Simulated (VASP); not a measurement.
# BN (Imm2) in VASP: notebook

The runs below take BN through single point, with PBE.

Everything below comes from runs of VASP 6.6.1. Logs are shortened: lines on timing, memory, paths and dates and some standing lists are left out, and cuts for length are marked.

### Step 1. The cell of the first run

The structure is orthorhombic, space group Imm2 (No. 44). Conventional cell: a = 2.563 Å, b = 2.563 Å, c = 3.625 Å, α = 90.00°, β = 90.00°, γ = 90.00°. Within 2.0 Å of B (site symmetry mm2) lie 4 N at 1.53 to 1.61 Å. N (site symmetry mm2) has 4 B at 1.53 to 1.61 Å within 2.0 Å.

### Step 2. Single point, PBE (all B atoms moved +0.075 Å, as atom 1 along Cartesian [0 0 1])

INCAR reads:

```
SYSTEM = BN
PREC = Accurate
ENCUT = 520
EDIFF = 1E-7
ISMEAR = 0
SIGMA = 0.05
LREAL = .FALSE.
LASPH = .TRUE.
NELM = 80
ALGO = Normal
ISIF = 2
LWAVE = .FALSE.
LCHARG = .FALSE.
GGA = PE
NBANDS = 11
```

KPOINTS reads:

```
Automatic mesh
0
G
  12 12 12
  0 0 0
```

POSCAR reads:

```
BN
1.0
    0.0000000000      1.8123485119      1.8123485119
    1.8123485119      0.0000000000      1.8123485119
    1.8123485119      1.8123485119      0.0000000000
B N
1 1
Direct
    0.0206913846      0.0206913846     -0.0206913846
    0.7500000000      0.7500000000      0.7500000000
```

Potentials or basis: VASP PAW PBE potentials, release 64 (B, N).

The run is started by

```bash
$ cat potpaw_PBE.64/B/POTCAR potpaw_PBE.64/N/POTCAR > POTCAR
$ mpirun -np 1 vasp_std > vasp.out
```

OUTCAR:

```text
SYSTEM = BN
   PREC = Accurate
   ENCUT = 520
   EDIFF = 1E-7
   ISMEAR = 0
   LREAL = .FALSE.
   LASPH = .TRUE.
   NELM = 80
   ISIF = 2
   GGA = PE

 ion  position               nearest neighbor table
   1  0.021  0.021  0.979-   2 1.53   2 1.53   2 1.61   2 1.61
   2  0.750  0.750  0.750-   1 1.53   1 1.53   1 1.61   1 1.61

  LATTYP: Found a face centered cubic cell.
 ALAT       =     3.6246970238

  Lattice vectors:

 A1 = (   0.0000000000,   1.8123485119,   1.8123485119)
 A2 = (   1.8123485119,   0.0000000000,   1.8123485119)
 A3 = (   1.8123485119,   1.8123485119,   0.0000000000)

Analysis of symmetry for initial positions (statically):
=====================================================================
 Subroutine PRICEL returns:
 Original cell was already a primitive cell.

 Routine SETGRP: Setting up the symmetry group for a
 face centered cubic supercell.

 Subroutine GETGRP returns: Found  4 space group operations
 (whereof  4 operations were pure point group operations)
 out of a pool of 48 trial point group operations.

The static configuration has the point symmetry C_2v.

Analysis of symmetry for dynamics (positions and initial velocities):
=====================================================================
 Subroutine PRICEL returns:
 Original cell was already a primitive cell.

 Routine SETGRP: Setting up the symmetry group for a
 face centered cubic supercell.

 Subroutine GETGRP returns: Found  4 space group operations
 (whereof  4 operations were pure point group operations)
 out of a pool of 48 trial point group operations.

The dynamic configuration has the point symmetry C_2v.

 Subroutine INISYM returns: Found  4 space group operations
 (whereof  4 operations are pure point group operations),
 and found     1 'primitive' translations

----------------------------------------------------------------------------------------

                                     Primitive cell

  volume of cell :      11.9057

  direct lattice vectors                    reciprocal lattice vectors
     0.000000000  1.812348512  1.812348512    -0.275885127  0.275885127  0.275885127
     1.812348512  0.000000000  1.812348512     0.275885127 -0.275885127  0.275885127
     1.812348512  1.812348512  0.000000000     0.275885127  0.275885127 -0.275885127

  length of vectors
     2.563047845  2.563047845  2.563047845     0.477847058  0.477847058  0.477847058

  position of ions in fractional coordinates (direct lattice)
     0.020691385  0.020691385  0.979308615
     0.750000000  0.750000000  0.750000000

  ion indices of the primitive-cell ions
   primitive index   ion index
                 1           1
                 2           2

----------------------------------------------------------------------------------------

 KPOINTS: Automatic mesh

Automatic generation of k-mesh.
 Grid dimensions read from file:
 generate k-points for:   12   12   12

 Generating k-lattice:

  Cartesian coordinates                     Fractional coordinates (reciprocal lattice)
    -0.022990427  0.022990427  0.022990427     0.083333333  0.000000000  0.000000000
     0.022990427 -0.022990427  0.022990427     0.000000000  0.083333333  0.000000000
     0.022990427  0.022990427 -0.022990427     0.000000000  0.000000000  0.083333333

  Length of vectors
     0.039820588  0.039820588  0.039820588

  Shift w.r.t. Gamma in fractional coordinates (k-lattice)
     0.000000000  0.000000000  0.000000000

 Subroutine IBZKPT returns following result:
 ===========================================

 Found    280 irreducible k-points:

 Following reciprocal coordinates:
            Coordinates               Weight
  0.000000  0.000000  0.000000      1.000000
  0.083333  0.000000  0.000000      4.000000
  0.000000  0.000000  0.083333      4.000000
  0.166667  0.000000  0.000000      4.000000
  0.000000  0.000000  0.166667      4.000000
  0.250000  0.000000  0.000000      4.000000
[... 16 lines left out ...]
  0.083333  0.083333 -0.166667      4.000000
  0.333333  0.083333  0.000000      4.000000
 [... further k-points ...]
   k-points           NKPTS =    280   k-points in BZ     NKDIM =    280   number of bands    NBANDS=     11
   number of dos      NEDOS =    301   number of ions     NIONS =      2
   total plane-waves  NPLWV =   8000
   dimension x,y,z NGX =    20 NGY =   20 NGZ =   20
   dimension x,y,z NGXF=    40 NGYF=   40 NGZF=   40
   ions per type =               1   1
   NGX,Y,Z   is equivalent  to a cutoff of  12.97, 12.97, 12.97 a.u.
   NGXF,Y,Z  is equivalent  to a cutoff of  25.95, 25.95, 25.95 a.u.
 SYSTEM =  BN
   PREC   = accura    normal or accurate (medium, high low for compatibility)
   ISTART =      0    job   : 0-new  1-cont  2-samecut
   ICHARG =      2    charge: 1-file 2-atom 10-const
   ISPIN  =      1    spin polarized calculation?
   LNONCOLLINEAR =      F non collinear calculations
   LSORBIT =      F    spin-orbit coupling
   LASPH  =      T    aspherical Exc in radial PAW
   ENCUT  =  520.0 eV  38.22 Ry    6.18 a.u.   4.77  4.77  4.77*2*pi/ulx,y,z
   NELM   =     80;   NELMIN=  2; NELMDL= -5     # of ELM steps
   EDIFF  = 0.1E-06   stopping-criterion for ELM
   LREAL  =      F    real-space projection
   EDIFFG = 0.1E-05   stopping-criterion for IOM
   NSW    =      0    number of steps for IOM
   IBRION =     -1    ionic relax: 0-MD 1-quasi-New 2-CG
   NFREE  =      0    steps in history (QN), initial steepest desc. (CG)
   ISIF   =      2    stress and relaxation
   ISYM   =      2    0-nonsym 1-usesym 2-fastsym
   POTIM  = 0.5000    time-step for ionic-motion
   TEBEG  =    0.0;   TEEND  =   0.0 temperature during run
   PSTRESS=    0.0 pullay stress
   NELECT =       8.0000    total number of electrons
   NUPDOWN=      -1.0000    fix difference up-down
   EMIN   =  10.00;   EMAX   =-10.00  energy-range for DOS
   EFERMI =   0.00;   METHOD = LEGACY
   ISMEAR =     0;   SIGMA  =   0.05  broadening in eV -4-tet -1-fermi 0-gaus
   EFERMI_NEDOS =   21; number of points for ismear=-14 and -15
   IALGO  =     38    algorithm
   IMIX   =      4    mixing-type and parameters
     AMIX     =   0.40;   BMIX     =  1.00
     AMIX_MAG =   1.60;   BMIX_MAG =  1.00
  volume/ion in A,a.u.               =       5.95        40.17
  Fermi-wavevector in a.u.,A,eV,Ry     =   1.433903  2.709684 27.974638  2.056078
  Thomas-Fermi vector in A             =   2.553370
   LORBIT       =      0    0 simple, 1 ext, 2 COOP (PROOUT), +10 PAW based schemes
   GGA     = PE    functional components
   LHFCALC =     F    Hartree Fock is set to
   AEXX    =    0.0000 exact exchange contribution
   IVDW    =     0    specifies the selected vdW correction
   LEPSILON=     F    determine dielectric tensor
   LRPA    =     F    only Hartree local field effects (RPA)
 non-spin polarized calculation
 Gauss-broadening in eV      SIGMA  =   0.05
  energy-cutoff  :      520.00
  volume of cell :       11.91
 maximum number of plane-waves:       332
   NGX =  9   NGY =  9   NGZ =  9

 number of electron       7.9999999 magnetization

 Free energy of the ion-electron system (eV)
  ---------------------------------------------------
  ext. energy  EPLUGINS =         0.00000000
  ---------------------------------------------------
  free energy    TOTEN  =       -17.38456806 eV

  energy without entropy =      -17.38456806  energy(sigma->0) =      -17.38456806

 E-fermi :   8.1848     XC(G=0): -12.7823

 val. band max:        7.9059928821   @ k =   0.0000   0.0000   0.0000
 cond. band min:      11.6832067957   @ k =   0.0000   0.5000   0.5000
 fundamental gap:      3.7772139137
 Fermi energy:         8.1847976087

 k-point     1 :       0.0000    0.0000    0.0000
  band No.  band energies     occupation
      1     -12.8400      2.00000
      2       6.5801      2.00000
      3       7.3522      2.00000
      4       7.9060      2.00000
      5      15.6407      0.00000
      6      15.9875      0.00000
      7      16.7244      0.00000
      8      17.5491      0.00000
      9      31.8505      0.00000
     10      34.9268      0.00000
     11      34.9703      0.00000

 k-point     2 :       0.0833    0.0000    0.0000
  band No.  band energies     occupation
      1     -12.6731      2.00000
      2       5.8794      2.00000
      3       7.0259      2.00000
      4       7.7120      2.00000
      5      15.9061      0.00000
      6      16.1471      0.00000
      7      16.8945      0.00000
      8      18.2565      0.00000
      9      31.6388      0.00000
     10      32.5244      0.00000
     11      32.7917      0.00000

 k-point     3 :       0.0000    0.0000    0.0833
  band No.  band energies     occupation
      1     -12.6714      2.00000
      2       6.4218      2.00000
      3       6.6468      2.00000
      4       7.4759      2.00000
      5      15.8280      0.00000
      6      16.3569      0.00000
      7      16.9926      0.00000
      8      18.0177      0.00000
      9      31.6367      0.00000
     10      32.8734      0.00000
     11      32.9674      0.00000

 k-point     4 :       0.1667    0.0000    0.0000
  band No.  band energies     occupation
      1     -12.1786      2.00000
      2       3.9825      2.00000
      3       6.4789      2.00000
      4       7.2479      2.00000
      5      16.4195      0.00000
      6      16.5029      0.00000
      7      17.5758      0.00000
      8      19.6567      0.00000
      9      30.8145      0.00000
     10      31.0654      0.00000
     11      31.3474      0.00000

 k-point     5 :       0.0000    0.0000    0.1667
  band No.  band energies     occupation
      1     -12.1722      2.00000
      2       4.5304      2.00000
      3       6.0289      2.00000
      4       7.0141      2.00000
      5      16.1705      0.00000
      6      16.9158      0.00000
      7      17.6325      0.00000
      8      19.2531      0.00000
      9      31.0376      0.00000
     10      31.3641      0.00000
     11      31.6334      0.00000
[... 211 lines left out ...]
 k-point    21 :       0.0000    0.2500    0.0833
  band No.  band energies     occupation
      1     -11.5352      2.00000
      2       2.4320      2.00000
      3       5.5438      2.00000
      4       6.7078      2.00000
      5      16.1029      0.00000
      6      17.3735      0.00000
      7      18.7188      0.00000
      8      20.6295      0.00000
      9      27.7349      0.00000
     10      32.2431      0.00000
     11      32.5825      0.00000

 k-point    22 :       0.0833    0.0000    0.2500
  band No.  band energies     occupation
      1     -11.5231      2.00000
      2       2.9066      2.00000
      3       5.4053      2.00000
      4       6.1954      2.00000
      5      16.0163      0.00000
      6      18.0079      0.00000
      7      18.3797      0.00000
      8      19.9926      0.00000
      9      28.0271      0.00000
     10      32.5206      0.00000
     11      33.3811      0.00000

 k-point    23 :       0.0833    0.0833   -0.1667
  band No.  band energies     occupation
      1     -11.5243      2.00000
      2       2.8616      2.00000
      3       5.1189      2.00000
      4       6.5749      2.00000
      5      16.1214      0.00000
      6      17.3258      0.00000
      7      18.8934      0.00000
      8      20.1824      0.00000
      9      27.9491      0.00000
     10      32.4902      0.00000
     11      33.0010      0.00000

 k-point    24 :       0.3333    0.0833    0.0000
  band No.  band energies     occupation
      1     -10.5667      2.00000
      2       0.1643      2.00000
      3       5.4119      2.00000
      4       5.7380      2.00000
      5      16.6027      0.00000
      6      18.1573      0.00000
      7      18.9058      0.00000
      8      21.2074      0.00000
      9      28.1441      0.00000
     10      32.0708      0.00000
     11      33.2383      0.00000

 [... further k-points ...]
[... 5 lines left out ...]
  --------------------------------------------------------------------------------------
  -------------------------------------------------------------------------------------
  Total        0.1540606      0.1540606      0.1000914     -0.1148686      0.0000000      0.0000000
  in kB       20.7322780     20.7322780     13.4695217    -15.4581273      0.0000000      0.0000000
  external PRESSURE =      18.3113592 kB  Pullay stress =       0.0000000 kB

 VOLUME and BASIS-vectors are now :
 -----------------------------------------------------------------------------
  energy-cutoff  :      520.00
  volume of cell :       11.91
      direct lattice vectors                 reciprocal lattice vectors
     0.000000000  1.812348512  1.812348512    -0.275885127  0.275885127  0.275885127
     1.812348512  0.000000000  1.812348512     0.275885127 -0.275885127  0.275885127
     1.812348512  1.812348512  0.000000000     0.275885127  0.275885127 -0.275885127

 POSITION                                       TOTAL-FORCE (eV/Angst)
 -----------------------------------------------------------------------------------
      1.81235      1.81235      0.07500         0.000000      0.000000     -1.760831
      2.71852      2.71852      2.71852         0.000000      0.000000      1.760831
 -----------------------------------------------------------------------------------
    total drift:                                0.000000      0.000000      0.000019

  FREE ENERGIE OF THE ION-ELECTRON SYSTEM (eV)
  ---------------------------------------------------
  free  energy   TOTEN  =       -17.3845680554 eV

  energy  without entropy=      -17.3845680554  energy(sigma->0) =      -17.38456806
```

Wall time 23 s (1 thread of AMD EPYC 9R45 (Zen 5), shared host); peak memory 0.11 GiB.

Results:

* Free energy: -17.3846 eV
* Pressure: 1.8 GPa
* Largest force: 1.761 eV/Å
* Band gap on the k mesh: 3.78 eV, indirect (least direct gap 7.73 eV)

Forces on the atoms (eV/Å):
```
B    0.000  0.000 -1.761
N    0.000  0.000  1.761
```

Caveat: the cell differs from its parent crystal (all B atoms moved +0.075 Å, as atom 1 along Cartesian [0 0 1]); forces of over 1 eV/Å act on the atoms, so gaps and moduli don't describe the material at rest.

### Step 3. Single point, PBE (all B atoms moved +0.113 Å, as atom 1 along Cartesian [0 0 1])

INCAR reads:

```
ALGO     = Normal         # electronic algorithm
EDIFF    = 1E-6           # SCF threshold, eV
ENCUT    = 520            # plane-wave cutoff, eV
GGA      = PE             # functional
ISIF     = 2              # what is computed and relaxed
ISMEAR   = 0              # smearing method
LASPH    = T              # aspherical terms in the spheres
LCHARG   = F              # write CHGCAR
LREAL    = F              # projectors in reciprocal space
LWAVE    = F              # write WAVECAR
NBANDS   = 11             # bands
NELM     = 80             # most SCF steps
PREC     = Accurate       # precision mode
SIGMA    = 0.05           # smearing width, eV
```

KPOINTS reads:

```
k-points
0
Gamma
  12 12 12
```

Edit POSCAR of step 2 so:

```diff
@@ -8,3 +8,3 @@
 Direct
-    0.0206913846      0.0206913846     -0.0206913846
+    0.0310370768      0.0310370768     -0.0310370768
     0.7500000000      0.7500000000      0.7500000000
```

Potentials or basis: VASP PAW PBE potentials, release 64 (B, N).

The run is started by

```bash
$ cat potpaw_PBE.64/B/POTCAR potpaw_PBE.64/N/POTCAR > POTCAR
$ mpirun -np 1 vasp_std > vasp.out
```

It took 20 s on 1 thread of AMD EPYC 9R45 (Zen 5), shared host; peak memory 0.12 GiB.

Results (log left out):

* Free energy: -17.3027 eV
* Pressure: 3.8 GPa
* Largest force: 2.600 eV/Å
* Band gap on the k mesh: 3.45 eV, indirect (least direct gap 7.36 eV)

Forces in eV/Å, atoms in the order of the input:
```
B    0.000  0.000 -2.600
N    0.000  0.000  2.600
```

Stress tensor (GPa, compression positive):
```
 4.36 -2.36  0.00
-2.36  4.36  0.00
 0.00  0.00  2.73
```

Levels at points of the mesh, in eV from the valence-band top:
```csv
k point,band 2,band 3,band 4,band 5,band 6,band 7
"(0.00, 0.00, 0.00)",-1.96,-0.73,0.00,7.36,7.73,8.96
"(0.50, 0.00, 0.00)",-11.64,-3.24,-2.01,8.81,8.89,11.62
"(0.00, 0.00, 0.50)",-11.29,-3.65,-2.12,8.01,9.54,10.95
"(0.50, 0.50, 0.00)",-9.70,-6.26,-5.29,3.62,8.37,16.14
"(0.00, 0.50, 0.50)",-9.77,-5.62,-5.61,3.45,8.00,17.22
```

Caveat: the cell differs from its parent crystal (all B atoms moved +0.113 Å, as atom 1 along Cartesian [0 0 1]); forces of over 1 eV/Å act on the atoms, so gaps and moduli don't describe the material at rest. A k mesh can miss the band edges.

### Step 4. Single point, PBE (all B atoms moved +0.037 Å, as atom 1 along Cartesian [0 0 1])

INCAR reads:

```
PREC = Accurate
ENCUT = 520
EDIFF = 1E-6
ISMEAR = 0
SIGMA = 0.05
LREAL = F
LASPH = T
NELM = 80
ALGO = Normal
ISIF = 2
LWAVE = F
LCHARG = F
GGA = PE
NBANDS = 11
```

KPOINTS reads:

```
regular mesh
0
Gamma
  12 12 12
```

Edit POSCAR of step 3 so:

```diff
@@ -8,3 +8,3 @@
 Direct
-    0.0310370768      0.0310370768     -0.0310370768
+    0.0103456923      0.0103456923     -0.0103456923
     0.7500000000      0.7500000000      0.7500000000
```

The run is started by

```bash
$ cat potpaw_PBE.64/B/POTCAR potpaw_PBE.64/N/POTCAR > POTCAR
$ mpirun -np 1 vasp_std > vasp.out
```

It took 19 s on 1 thread of AMD EPYC 9R45 (Zen 5), shared host; peak memory 0.12 GiB.

It converged, with:

```
Free energy            : -17.4343 eV
Pressure               : 0.6 GPa
Largest force          : 0.889 eV/Å
Band gap on the k mesh : 4.11 eV, indirect (least direct gap 8.21 eV)
```

Forces on the atoms (eV/Å):
```
B    0.000  0.000 -0.889
N    0.000  0.000  0.889
```

Stress tensor (GPa, compression positive):
```
 0.70 -0.77  0.00
-0.77  0.70  0.00
 0.00  0.00  0.52
```

Levels at points of the mesh, in eV from the valence-band top:
| k point | band 1 | band 2 | band 3 | band 4 | band 5 | band 6 | band 7 | band 8 |
| --- | --- | --- | --- | --- | --- | --- | --- | --- |
| (0.00, 0.00, 0.00) | -20.46 | -0.67 | -0.31 | 0.00 | 8.21 | 8.44 | 8.76 | 9.91 |
| (0.50, 0.00, 0.00) | -16.29 | -11.00 | -2.42 | -1.98 | 9.66 | 9.99 | 10.90 | 14.98 |
| (0.00, 0.00, 0.50) | -16.28 | -10.88 | -2.53 | -2.04 | 9.54 | 10.03 | 10.71 | 14.72 |
| (0.50, 0.50, 0.00) | -14.93 | -9.18 | -5.35 | -5.03 | 4.13 | 8.87 | 17.18 | 17.80 |
| (0.00, 0.50, 0.50) | -14.93 | -9.19 | -5.17 | -5.17 | 4.11 | 8.83 | 17.51 | 17.52 |

Caveat: the cell differs from its parent crystal (all B atoms moved +0.037 Å, as atom 1 along Cartesian [0 0 1]). A k mesh can miss the band edges.
